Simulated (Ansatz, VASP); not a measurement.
# One calculation of ZnS, two programs

Contents of POSCAR:

```
ZnS
1.0
    3.8087369152      0.0000000000      0.0000000000
   -1.9043684576      3.2984629249      0.0000000000
    0.0000000000      0.0000000000     12.4664651431
Zn S
4 4
Direct
    0.0000000000      0.0000000000     -0.0037625658
    0.0000000000      0.0000000000      0.5039913506
    0.3333333333      0.6666666667      0.2482064473
    0.6666666667      0.3333333333      0.7519347875
    0.0000000000      0.0000000000      0.1992684237
    0.0000000000      0.0000000000      0.6752038635
    0.3333333333      0.6666666667      0.4359240313
    0.6666666667      0.3333333333      0.9392336619
```

File INCAR.step1:

```
SYSTEM = ZnS
  PREC = Accurate
  ENCUT = 520
  ISMEAR = 0
  SIGMA = 0.05
  LREAL = .FALSE.
  LASPH = .TRUE.
  NELM = 80
  NBANDS = 46
  GGA = PE
  ALGO = Normal
  EDIFF = 1E-4
  LWAVE = .TRUE.
  LCHARG = .FALSE.
```

File INCAR.step2:

```
SYSTEM = ZnS
  PREC = Accurate
  ENCUT = 520
  EDIFF = 1E-6
  ISMEAR = 0
  SIGMA = 0.05
  LREAL = .FALSE.
  LASPH = .TRUE.
  NELM = 80
  ALGO = Normal
  ISIF = 2
  LWAVE = .FALSE.
  LCHARG = .FALSE.
  METAGGA = R2SCAN
  LMIXTAU = .TRUE.
  NBANDS = 46
  ISTART = 1
```

KPOINTS

```
Automatic mesh
0
G
  6 6 2
  0 0 0
```

Input for Ansatz:

```yaml
crystal:
  lattice:
    - [3.8087369152, 0.0, 0.0]
    - [-1.9043684576, 3.2984629249, 0.0]
    - [0.0, 0.0, 12.4664651431]
  atoms:
    - { symbol: Zn, position: [0.0, 0.0, -0.0037625658] }
    - { symbol: Zn, position: [0.0, 0.0, 0.5039913506] }
    - { symbol: Zn, position: [0.3333333333, 0.6666666667, 0.2482064473] }
    - { symbol: Zn, position: [0.6666666667, 0.3333333333, 0.7519347875] }
    - { symbol: S, position: [0.0, 0.0, 0.1992684237] }
    - { symbol: S, position: [0.0, 0.0, 0.6752038635] }
    - { symbol: S, position: [0.3333333333, 0.6666666667, 0.4359240313] }
    - { symbol: S, position: [0.6666666667, 0.3333333333, 0.9392336619] }
basis:
  ecutwfc: 500
kpoints:
  mp_grid: { grid: [6, 6, 2] }
hamiltonian:
  xc: r2scan
scf:
  occupations: { method: gaussian, width: 0.05 }
output:
  forces: true
  stress: true
  eigenvalues: true
```

Change from the starting cell: mode 24 (340.4 1/cm) frozen in, largest displacement -0.150 Å.

Alike in both runs: task single point; functional r2SCAN; k mesh 6 × 6 × 2; occupations gaussian, width 0.05 eV; no spin polarisation.

|  | VASP | Ansatz |
| --- | --- | --- |
| version | VASP 6.6.1 | Ansatz 0.2.0 |
| potentials or method | VASP PAW PBE potentials, release 64 (Zn, S), cutoff 520 eV | scalar-relativistic, plane waves, PAW |
| valence electrons in the cell | 72 | 72 |

Ansatz gave:

```
gap on the k mesh at the Fermi level (eV)                     : 2.26
least direct gap on the mesh (eV)                             : 2.26
pressure (GPa)                                                : 0.7
traceless stress, the component that is largest in VASP (GPa) : 1.01
rms of the force components (eV/Å)                            : 0.805
```

Question: Estimate VASP's values.

Answer: gap on the k mesh at the Fermi level (eV): 2.26; least direct gap on the mesh (eV): 2.26; pressure (GPa): 0.7; traceless stress, the component that is largest in VASP (GPa): 1.04; rms of the force components (eV/Å): 0.811.

VASP's potentials were made for PBE, not for r2SCAN. Atom by atom the forces differ by 0.006 eV/Å (rms over components).
